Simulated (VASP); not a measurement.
# Ga2Sb2CO in VASP: notebook

Runs on Ga2Sb2CO. Level: PBE+D3(BJ). Tasks: single point.

Everything below comes from runs of VASP 6.6.1. Logs are shortened: lines on timing, memory, paths and dates and some standing lists are left out, and cuts for length are marked.

### Step 1. The cell of the first run

The cell holds a slab with vacuum, 6 atoms: a = 4.334 Å, b = 4.334 Å, c = 23.620 Å, α = 90.00°, β = 90.00°, γ = 120.00°.

### Step 2. Single point, PBE+D3(BJ)

Contents of INCAR:

```
  ALGO = Normal
  DIPOL = 0.5 0.5 0.348
  EDIFF = 1E-7
  ENCUT = 520
  GGA = PE
  IDIPOL = 3
  ISIF = 2
  ISMEAR = 0
  IVDW = 12
  LASPH = T
  LCHARG = T
  LDIPOL = T
  LELF = T
  LREAL = F
  LVACPOTAV = T
  LVHAR = T
  LWAVE = F
  NBANDS = 32
  NELM = 100
  PREC = Accurate
  SIGMA = 0.1
```

Contents of KPOINTS:

```
k-points
0
Gamma
  6 6 1
```

Contents of POSCAR:

```
Ga2Sb2CO
1.0
    4.3343814647      0.0000000000      0.0000000000
   -2.1671907324      3.7536844581      0.0000000000
    0.0000000000      0.0000000000     23.6197422994
Sb Ga O C
2 2 1 1
Direct
    0.0000000000      0.0000000000      0.1693498578
    0.3333333333      0.6666666667      0.3259656336
    0.3333333333      0.6666666667      0.2068080104
    0.6666666667      0.3333333333      0.3585874135
    0.8888888889      0.7777777778      0.4898335533
    0.8888888889      0.7777777778      0.5385216375
```

Potentials or basis: VASP PAW PBE potentials, release 64 (Sb, Ga_d, O, C).

Run with:

```console
cat potpaw_PBE.64/Sb/POTCAR potpaw_PBE.64/Ga_d/POTCAR potpaw_PBE.64/O/POTCAR potpaw_PBE.64/C/POTCAR > POTCAR
mpirun -np 1 vasp_std > vasp.out
```

OUTCAR:

```text
EDIFF = 1E-7
   ENCUT = 520
   GGA = PE
   ISIF = 2
   ISMEAR = 0
   IVDW = 12
   LASPH = T
   LREAL = F
   NELM = 100
   PREC = Accurate
 IVDW          = 12

 ion  position               nearest neighbor table
   1  0.000  0.000  0.169-   3 2.65   3 2.65   3 2.65
   2  0.333  0.667  0.326-   4 2.62   4 2.62   4 2.62   3 2.81
   3  0.333  0.667  0.207-   1 2.65   1 2.65   1 2.65   2 2.81
   4  0.667  0.333  0.359-   2 2.62   2 2.62   2 2.62
   5  0.889  0.778  0.490-   6 1.15
   6  0.889  0.778  0.539-   5 1.15

  LATTYP: Found a hexagonal cell.
 ALAT       =     4.3343814647
 C/A-ratio  =     5.4493916818

  Lattice vectors:

 A1 = (   4.3343814647,   0.0000000000,   0.0000000000)
 A2 = (  -2.1671907324,   3.7536844581,   0.0000000000)
 A3 = (   0.0000000000,   0.0000000000,  23.6197422994)

Analysis of symmetry for initial positions (statically):
=====================================================================
 Subroutine PRICEL returns:
 Original cell was already a primitive cell.

 Routine SETGRP: Setting up the symmetry group for a
 hexagonal supercell.

 Subroutine GETGRP returns: Found  2 space group operations
 (whereof  2 operations were pure point group operations)
 out of a pool of 24 trial point group operations.

The static configuration has the point symmetry C_1h.

Analysis of symmetry for dynamics (positions and initial velocities):
=====================================================================
 Subroutine PRICEL returns:
 Original cell was already a primitive cell.

 Routine SETGRP: Setting up the symmetry group for a
 hexagonal supercell.

 Subroutine GETGRP returns: Found  2 space group operations
 (whereof  2 operations were pure point group operations)
 out of a pool of 24 trial point group operations.

The dynamic configuration has the point symmetry C_1h.

 Subroutine INISYM returns: Found  2 space group operations
 (whereof  2 operations are pure point group operations),
 and found     1 'primitive' translations

----------------------------------------------------------------------------------------

                                     Primitive cell

  volume of cell :     384.2909

  direct lattice vectors                    reciprocal lattice vectors
     4.334381465  0.000000000  0.000000000     0.230713427  0.133202459  0.000000000
    -2.167190732  3.753684458  0.000000000     0.000000000  0.266404918  0.000000000
     0.000000000  0.000000000 23.619742299     0.000000000  0.000000000  0.042337464

  length of vectors
     4.334381465  4.334381465 23.619742299     0.266404918  0.266404918  0.042337464

  position of ions in fractional coordinates (direct lattice)
     0.000000000  0.000000000  0.169349858
     0.333333333  0.666666667  0.325965634
     0.333333333  0.666666667  0.206808010
     0.666666667  0.333333333  0.358587413
     0.888888889  0.777777778  0.489833553
     0.888888889  0.777777778  0.538521637

  ion indices of the primitive-cell ions
   primitive index   ion index
                 1           1
                 2           2
                 3           3
                 4           4
                 5           5
                 6           6

----------------------------------------------------------------------------------------

 KPOINTS: k-points

Automatic generation of k-mesh.
 Grid dimensions read from file:
 generate k-points for:    6    6    1

 Generating k-lattice:

  Cartesian coordinates                     Fractional coordinates (reciprocal lattice)
     0.038452238  0.022200410  0.000000000     0.166666667  0.000000000  0.000000000
     0.000000000  0.044400820  0.000000000     0.000000000  0.166666667  0.000000000
     0.000000000  0.000000000  0.042337464     0.000000000  0.000000000  1.000000000

  Length of vectors
     0.044400820  0.044400820  0.042337464

  Shift w.r.t. Gamma in fractional coordinates (k-lattice)
     0.000000000  0.000000000  0.000000000

 Subroutine IBZKPT returns following result:
 ===========================================

 Found     13 irreducible k-points:

 Following reciprocal coordinates:
            Coordinates               Weight
  0.000000  0.000000  0.000000      1.000000
  0.166667  0.000000  0.000000      4.000000
  0.000000  0.166667  0.000000      2.000000
  0.333333  0.000000  0.000000      4.000000
  0.000000  0.333333  0.000000      2.000000
  0.500000  0.000000  0.000000      2.000000
  0.000000  0.500000  0.000000      1.000000
  0.166667  0.166667  0.000000      4.000000
 -0.333333  0.166667  0.000000      2.000000
  0.333333  0.166667  0.000000      4.000000
 -0.166667  0.500000  0.000000      4.000000
  0.500000  0.333333  0.000000      4.000000
  0.333333  0.333333  0.000000      2.000000
   k-points           NKPTS =     13   k-points in BZ     NKDIM =     13   number of bands    NBANDS=     32
   number of dos      NEDOS =    301   number of ions     NIONS =      6
   total plane-waves  NPLWV = 184320
   dimension x,y,z NGX =    32 NGY =   32 NGZ =  180
   dimension x,y,z NGXF=    64 NGYF=   64 NGZF=  360
   ions per type =               2   2   1   1
   NGX,Y,Z   is equivalent  to a cutoff of  12.27, 12.27, 12.67 a.u.
   NGXF,Y,Z  is equivalent  to a cutoff of  24.55, 24.55, 25.34 a.u.
 SYSTEM =  unknown system
   PREC   = accura    normal or accurate (medium, high low for compatibility)
   ISTART =      0    job   : 0-new  1-cont  2-samecut
   ICHARG =      2    charge: 1-file 2-atom 10-const
   ISPIN  =      1    spin polarized calculation?
   LNONCOLLINEAR =      F non collinear calculations
   LSORBIT =      F    spin-orbit coupling
   LASPH  =      T    aspherical Exc in radial PAW
   ENCUT  =  520.0 eV  38.22 Ry    6.18 a.u.   8.06  8.06 43.92*2*pi/ulx,y,z
   NELM   =    100;   NELMIN=  2; NELMDL= -5     # of ELM steps
   EDIFF  = 0.1E-06   stopping-criterion for ELM
   LREAL  =      F    real-space projection
   EDIFFG = 0.1E-05   stopping-criterion for IOM
   NSW    =      0    number of steps for IOM
   IBRION =     -1    ionic relax: 0-MD 1-quasi-New 2-CG
   NFREE  =      0    steps in history (QN), initial steepest desc. (CG)
   ISIF   =      2    stress and relaxation
   ISYM   =      2    0-nonsym 1-usesym 2-fastsym
   POTIM  = 0.5000    time-step for ionic-motion
   TEBEG  =    0.0;   TEEND  =   0.0 temperature during run
   PSTRESS=    0.0 pullay stress
   NELECT =      46.0000    total number of electrons
   NUPDOWN=      -1.0000    fix difference up-down
   EMIN   =  10.00;   EMAX   =-10.00  energy-range for DOS
   EFERMI =   0.00;   METHOD = LEGACY
   ISMEAR =     0;   SIGMA  =   0.10  broadening in eV -4-tet -1-fermi 0-gaus
   EFERMI_NEDOS =   21; number of points for ismear=-14 and -15
   IALGO  =     38    algorithm
   IMIX   =      4    mixing-type and parameters
     AMIX     =   0.40;   BMIX     =  1.00
     AMIX_MAG =   1.60;   BMIX_MAG =  1.00
  volume/ion in A,a.u.               =      64.05       432.22
  Fermi-wavevector in a.u.,A,eV,Ry     =   0.806815  1.524660  8.856724  0.650951
  Thomas-Fermi vector in A             =   1.915318
   LORBIT       =      0    0 simple, 1 ext, 2 COOP (PROOUT), +10 PAW based schemes
   GGA     = PE    functional components
   LHFCALC =     F    Hartree Fock is set to
   AEXX    =    0.0000 exact exchange contribution
   IVDW    =    12    specifies the selected vdW correction
   LEPSILON=     F    determine dielectric tensor
   LRPA    =     F    only Hartree local field effects (RPA)
 non-spin polarized calculation
 Gauss-broadening in eV      SIGMA  =   0.10
  energy-cutoff  :      520.00
  volume of cell :      384.29
 maximum number of plane-waves:     10378
   NGX = 17   NGY = 17   NGZ = 87

 dipolmoment           0.000000      0.000000      0.000048 electrons x Angstroem

 number of electron      46.0000009 magnetization

 dipolmoment           0.000000      0.000000     -0.099314 electrons x Angstroem

 Free energy of the ion-electron system (eV)
  ---------------------------------------------------
  ext. energy  EPLUGINS =         0.00000000
  ---------------------------------------------------
  free energy    TOTEN  =       -28.25467841 eV

  energy without entropy =      -28.24816994  energy(sigma->0) =      -28.25142417

 E-fermi :  -0.9827     XC(G=0):  -4.1159

 val. band max:       -0.9968698015   @ k =   0.0000   0.0000   0.0000
 cond. band min:      -0.9647365811   @ k =   0.3333   0.3333   0.0000
 fundamental gap:      0.0321332203
 Fermi energy:        -0.9827263521

 k-point     1 :       0.0000    0.0000    0.0000
  band No.  band energies     occupation
      1     -26.8845      2.00000
      2     -16.5347      2.00000
      3     -16.4885      2.00000
      4     -16.4872      2.00000
      5     -16.4267      2.00000
      6     -16.4258      2.00000
[... 24 lines left out ...]
     31       2.4590      0.00000
     32       2.8471      0.00000

 k-point     2 :       0.1667    0.0000    0.0000
  band No.  band energies     occupation
      1     -26.8829      2.00000
      2     -16.5309      2.00000
      3     -16.4920      2.00000
      4     -16.4882      2.00000
      5     -16.4288      2.00000
      6     -16.4219      2.00000
[... 24 lines left out ...]
     31       2.8615      0.00000
     32       2.9765      0.00000
[... 348 lines left out ...]
     31       3.8137      0.00000
     32       4.0807      0.00000

 k-point    13 :       0.3333    0.3333    0.0000
  band No.  band energies     occupation
      1     -26.8767      2.00000
      2     -16.5143      2.00000
      3     -16.5080      2.00000
      4     -16.4910      2.00000
      5     -16.4343      2.00000
      6     -16.4104      2.00000
[... 24 lines left out ...]
     31       4.3528      0.00000
     32       4.5788      0.00000

------------------------ aborting loop because EDIFF is reached ----------------------------------------

 Edisp (eV)   -1.00012

 E8    (eV) :    -0.4649

  FORCE on cell =-STRESS in cart. coord.  units (eV):
  Direction    XX          YY          ZZ          XY          YZ          ZX
  --------------------------------------------------------------------------------------
  -------------------------------------------------------------------------------------
  Total      -0.08116    -0.04829    -1.02661     0.00000     0.06351    -0.00000
  in kB      -0.33837    -0.20135    -4.28011     0.00000     0.26480    -0.00000
  external pressure =       -1.61 kB  Pullay stress =        0.00 kB

 VOLUME and BASIS-vectors are now :
 -----------------------------------------------------------------------------
  energy-cutoff  :      520.00
  volume of cell :      384.29
      direct lattice vectors                 reciprocal lattice vectors
     4.334381465  0.000000000  0.000000000     0.230713427  0.133202459  0.000000000
    -2.167190732  3.753684458  0.000000000     0.000000000  0.266404918  0.000000000
     0.000000000  0.000000000 23.619742299     0.000000000  0.000000000  0.042337464

 POSITION                                       TOTAL-FORCE (eV/Angst)
 -----------------------------------------------------------------------------------
      0.00000      0.00000      4.00000         0.000000     -0.000123      0.158083
     -0.00000      2.50246      7.69922         0.000000     -0.007990     -0.020710
     -0.00000      2.50246      4.88475        -0.000000      0.000049     -0.133942
      2.16719      1.25123      8.46974         0.000000     -0.013424     -0.001411
      2.16719      2.91953     11.56974        -0.000000      0.028201      0.656176
      2.16719      2.91953     12.71974         0.000000     -0.006712     -0.658195
 -----------------------------------------------------------------------------------
    total drift:                               -0.000002      0.000412     -0.000745

  FREE ENERGIE OF THE ION-ELECTRON SYSTEM (eV)
  ---------------------------------------------------
  free  energy   TOTEN  =       -29.2547974715 eV

  energy  without entropy=      -29.2482889986  energy(sigma->0) =      -29.25154324

 vacuum level on the upper side and lower side of the slab         2.798         3.903
```

It took 2.3 min on 1 thread of Intel Xeon 6975P-C (Granite Rapids), shared host; peak memory 0.57 GiB.

Results:

| Property | Result |
| --- | --- |
| Free energy | -29.2548 eV |
| Largest force | 0.658 eV/Å |
| Band gap on the k mesh | 0.03 eV, indirect (least direct gap 0.14 eV) |
| Dispersion energy per atom | -0.167 eV |

Forces on the atoms (eV/Å):
```
Sb   0.000  0.000  0.158
Sb   0.000 -0.008 -0.021
Ga   0.000  0.000 -0.134
Ga   0.000 -0.013 -0.001
O    0.000  0.028  0.656
C    0.000 -0.007 -0.658
```

Levels at points of the mesh, in eV from the valence-band top:
```csv
k point,band 20,band 21,band 22,band 23,band 24,band 25,band 26,band 27
"(0.00, 0.00, 0.00)",-1.12,-1.12,0.00,0.00,0.14,0.89,1.43,1.44
"(0.50, 0.00, 0.00)",-2.53,-2.46,-1.30,-1.19,0.41,0.68,1.19,1.31
"(0.00, 0.50, 0.00)",-2.51,-2.46,-1.30,-1.19,0.34,0.72,1.18,1.30
```

Caveat: spin-orbit coupling is left out, which moves the levels of the heavy elements.

### Step 3. Single point, PBE+D3(BJ)

Contents of INCAR:

```
SYSTEM = Ga2Sb2CO
  ALGO = Normal
  DIPOL = 0.5 0.5 0.348
  EDIFF = 1E-6
  ENCUT = 520
  GGA = PE
  IDIPOL = 3
  ISIF = 2
  ISMEAR = 0
  IVDW = 12
  LASPH = .TRUE.
  LCHARG = .FALSE.
  LDIPOL = .TRUE.
  LREAL = .FALSE.
  LWAVE = .FALSE.
  NBANDS = 32
  NELM = 60
  PREC = Accurate
  SIGMA = 0.1
```

Contents of KPOINTS:

```
k-points
0
G
  6 6 1
  0 0 0
```

Edit POSCAR of step 2 so:

```diff
@@ -12,3 +12,3 @@
     0.6666666667      0.3333333333      0.3585874135
-    0.8888888889      0.7777777778      0.4898335533
-    0.8888888889      0.7777777778      0.5385216375
+    1.1111111111      0.5555555556      0.4898335533
+    1.1111111111      0.5555555556      0.5385216375
```

Potentials or basis: VASP PAW PBE potentials, release 64 (Sb, Ga_d, O, C).

Run with:

```console
cat potpaw_PBE.64/Sb/POTCAR potpaw_PBE.64/Ga_d/POTCAR potpaw_PBE.64/O/POTCAR potpaw_PBE.64/C/POTCAR > POTCAR
mpirun -np 1 vasp_std > vasp.out
```

Wall time 2.3 min (1 thread of Intel Xeon 6975P-C (Granite Rapids), shared host); peak memory 0.56 GiB.

Results (log left out):

| Quantity | Value |
| --- | --- |
| Free energy | -29.2376 eV |
| Largest force | 0.700 eV/Å |
| Band gap on the k mesh | 0.03 eV, indirect (least direct gap 0.15 eV) |
| Dispersion energy per atom | -0.167 eV |

Forces on the atoms (eV/Å):
```
Sb   0.006  0.004  0.154
Sb  -0.003 -0.001 -0.065
Ga  -0.001 -0.001 -0.121
Ga  -0.007 -0.004 -0.013
O    0.005  0.003  0.700
C   -0.001  0.000 -0.655
```

Levels at points of the mesh, in eV from the valence-band top:
```
           k point  band 20  band 21  band 22  band 23  band 24  band 25  band 26  band 27
(0.00, 0.00, 0.00)    -1.12    -1.12     0.00     0.00     0.15     0.88     1.39     1.39
(0.50, 0.00, 0.00)    -2.52    -2.46    -1.30    -1.20     0.36     0.67     1.19     1.25
(0.00, 0.50, 0.00)    -2.51    -2.46    -1.30    -1.19     0.36     0.64     1.18     1.27
```

Caveat: spin-orbit coupling is left out, which moves the levels of the heavy elements.

### Step 4. Single point, PBE+D3(BJ)

Contents of INCAR:

```
ALGO     = Normal         # electronic algorithm
DIPOL    = 0.5 0.5 0.348
EDIFF    = 1E-6           # SCF threshold, eV
ENCUT    = 520            # plane-wave cutoff, eV
GGA      = PE             # functional
IDIPOL   = 3            
ISIF     = 2              # what is computed and relaxed
ISMEAR   = 0              # smearing method
IVDW     = 12             # dispersion correction
LASPH    = T              # aspherical terms in the spheres
LCHARG   = T              # write CHGCAR
LDIPOL   = T            
LELF     = T              # ELF
LREAL    = F              # projectors in reciprocal space
LVACPOTAV= T            
LVHAR    = T            
LWAVE    = F              # write WAVECAR
NBANDS   = 32             # bands
NELM     = 100            # most SCF steps
PREC     = Accurate       # precision mode
SIGMA    = 0.1            # smearing width, eV
```

Contents of KPOINTS:

```
k-points
0
Gamma
  6 6 1
```

Edit POSCAR of step 3 so:

```diff
@@ -12,3 +12,3 @@
     0.6666666667      0.3333333333      0.3585874135
-    1.1111111111      0.5555555556      0.4898335533
-    1.1111111111      0.5555555556      0.5385216375
+    1.1111111111      1.2222222222      0.4898335533
+    1.1111111111      1.2222222222      0.5385216375
```

Run with:

```console
cat potpaw_PBE.64/Sb/POTCAR potpaw_PBE.64/Ga_d/POTCAR potpaw_PBE.64/O/POTCAR potpaw_PBE.64/C/POTCAR > POTCAR
mpirun -np 1 vasp_std > vasp.out
```

It took 2.2 min on 1 thread of Intel Xeon 6975P-C (Granite Rapids), shared host; peak memory 0.56 GiB.

The run converged. Its results:

```
Free energy                : -29.2562 eV
Largest force              : 0.664 eV/Å
Band gap on the k mesh     : 0.03 eV, indirect (least direct gap 0.15 eV)
Dispersion energy per atom : -0.167 eV
```

Forces in eV/Å, atoms in the order of the input:
```
Sb   0.000  0.004  0.156
Sb   0.000  0.006 -0.029
Ga   0.000  0.000 -0.129
Ga   0.000  0.007  0.009
O    0.000 -0.022  0.657
C    0.000  0.005 -0.664
```

Levels at points of the mesh, in eV from the valence-band top:
| k point | band 21 | band 22 | band 23 | band 24 | band 25 | band 26 |
| --- | --- | --- | --- | --- | --- | --- |
| (0.00, 0.00, 0.00) | -1.12 | 0.00 | 0.00 | 0.15 | 0.88 | 1.47 |
| (0.50, 0.00, 0.00) | -2.45 | -1.30 | -1.19 | 0.36 | 0.74 | 1.19 |
| (0.00, 0.50, 0.00) | -2.46 | -1.30 | -1.18 | 0.43 | 0.70 | 1.21 |

Caveat: spin-orbit coupling is left out, which moves the levels of the heavy elements.

### Step 5. Single point, PBE+D3(BJ)

Contents of INCAR:

```
SYSTEM = Ga2Sb2CO
  ALGO = Normal
  DIPOL = 0.5 0.5 0.348
  EDIFF = 1E-7
  ENCUT = 520
  GGA = PE
  IDIPOL = 3
  ISIF = 2
  ISMEAR = 0
  IVDW = 12
  LASPH = .TRUE.
  LCHARG = .FALSE.
  LDIPOL = .TRUE.
  LREAL = .FALSE.
  LWAVE = .FALSE.
  NBANDS = 32
  NELM = 80
  PREC = Accurate
  SIGMA = 0.1
```

Contents of KPOINTS:

```
k-points
0
G
  6 6 1
  0 0 0
```

Edit POSCAR of step 4 so:

```diff
@@ -12,3 +12,3 @@
     0.6666666667      0.3333333333      0.3585874135
-    1.1111111111      1.2222222222      0.4898335533
-    1.1111111111      1.2222222222      0.5385216375
+    1.5555555556      0.7777777778      0.4898335533
+    1.5555555556      0.7777777778      0.5385216375
```

Run with:

```console
cat potpaw_PBE.64/Sb/POTCAR potpaw_PBE.64/Ga_d/POTCAR potpaw_PBE.64/O/POTCAR potpaw_PBE.64/C/POTCAR > POTCAR
mpirun -np 1 vasp_std > vasp.out
```

Run time: 2.4 min. Hardware: 1 thread of Intel Xeon 6975P-C (Granite Rapids), shared host; peak memory 0.56 GiB.

Results (log left out):

| Item | Value |
| --- | --- |
| Free energy | -29.2428 eV |
| Largest force | 0.690 eV/Å |
| Band gap on the k mesh | 0.02 eV, indirect (least direct gap 0.17 eV) |
| Dispersion energy per atom | -0.167 eV |

Forces on the atoms (eV/Å):
```
Sb  -0.005 -0.003  0.152
Sb  -0.003 -0.002 -0.063
Ga   0.001  0.000 -0.118
Ga  -0.003 -0.002  0.000
O    0.015  0.009  0.689
C   -0.004 -0.002 -0.660
```

Levels at points of the mesh, in eV from the valence-band top:
| k point | band 20 | band 21 | band 22 | band 23 | band 24 | band 25 | band 26 | band 27 |
| --- | --- | --- | --- | --- | --- | --- | --- | --- |
| (0.00, 0.00, 0.00) | -1.11 | -1.11 | 0.00 | 0.00 | 0.17 | 0.88 | 1.44 | 1.45 |
| (0.50, 0.00, 0.00) | -2.51 | -2.45 | -1.30 | -1.18 | 0.40 | 0.67 | 1.21 | 1.30 |
| (0.00, 0.50, 0.00) | -2.51 | -2.45 | -1.30 | -1.19 | 0.35 | 0.71 | 1.19 | 1.32 |

Caveat: spin-orbit coupling is left out, which moves the levels of the heavy elements.
